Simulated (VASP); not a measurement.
AsI:

```
CELL_PARAMETERS angstrom
3.69741 0.00000 0.00000
0.00000 3.69741 0.00000
0.00000 0.00000 4.84624
ATOMIC_POSITIONS crystal
As 0.50000 0.50000 0.50000
I 0.00000 0.00000 0.00000
```

| Item | Value |
| --- | --- |
| Program | VASP 6.6.1 |
| Task | relaxation of cell and atoms |
| Functional | PBE |
| Potentials or basis | VASP PAW PBE potentials, release 64 (As, I) |
| Cutoff | 600 eV |
| k mesh | 6 × 6 × 4 |
| Occupations | gaussian, width 0.1 eV |
| Spin | no spin polarisation |

At the start: pressure -5.5 GPa; volume 33.13 Å³/atom.

Problem. How do energy, volume and symmetry change on relaxing?

Solution. Over 12 steps the energy falls by 265.2 meV/atom and the volume is 25.86 Å³/atom (-21.9 %); space group P4/mmm (No. 123, to 0.05 Å).

Step by step:
```tsv
step	energy change (eV)	largest force (eV/Å)	pressure (GPa)	volume (Å³)
1	0.0000	0.0000	-5.53	66.25
2	-0.3555	0.0000	-2.17	55.83
3	-0.4091	0.0000	0.48	52.16
4	-0.4131	0.0000	1.55	51.00
5	-0.5031	0.0000	1.22	50.68
6	-0.5185	0.0000	1.31	50.50
7	-0.5166	0.0000	1.77	50.06
8	-0.5235	0.0000	1.51	50.25
9	-0.5241	0.0000	1.41	50.34
10	-0.5242	0.0000	1.46	50.30
11	-0.5289	0.0000	-0.66	52.45
12	-0.5304	0.0000	0.00	51.72
```

Final structure:
```xyz
2
Lattice="3.6624 0.0000 0.0000 0.0000 3.6624 0.0000 0.0000 0.0000 3.8557" Properties=species:S:1:pos:R:3 pbc="T T T"
As    1.8312    1.8312    1.9279
I     0.0000    3.6624    0.0000
```

Caveat: the volume moved by over 15 % at a fixed basis, so the end points are rough.
